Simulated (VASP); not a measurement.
SnO2 (fluorite type): single point with PBE

Crystal: SnO2 (fluorite type).

```xyz
3
Lattice="0.0000 2.5542 2.5542 2.5542 0.0000 2.5542 2.5542 2.5542 0.0000" Properties=species:S:1:pos:R:3 pbc="T T T"
Sn    0.0000    0.0000    0.0000
O     1.2771    1.2771    1.2771
O     3.8313    3.8313    3.8313
```

```json
{
  "Program": "VASP 6.6.1",
  "Task": "single point",
  "Functional": "PBE",
  "Potentials or basis": "VASP PAW PBE potentials, release 64 (Sn_d, O)",
  "Cutoff": "520 eV",
  "k mesh": "37 × 37 × 37",
  "Occupations": "fermi-dirac, width 0.0612256 eV",
  "Spin": "no spin polarisation"
}
```

The pressure is 4.6 GPa and the band gap on the k mesh is 0.04 eV (least direct gap 1.39 eV).

Levels at points of the mesh, in eV from the valence-band top:
```tsv
k point	band 9	band 10	band 11	band 12	band 13	band 14	band 15	band 16	band 17	band 18
(0.00, 0.00, 0.00)	-2.85	-2.85	-1.35	-1.35	-1.35	0.04	7.06	7.06	7.06	13.37
```

It took 24 min on 1 thread of Intel Xeon 8259CL (shared host), peak memory 0.82 GiB.

Caveat: the cell stands under pressure; the smearing spreads over this small gap; semilocal functionals underestimate gaps, and a narrow one can read as zero; spin-orbit coupling is left out, which moves the levels of the heavy elements; an odd mesh through Γ misses points on the zone boundary, where band edges can lie.
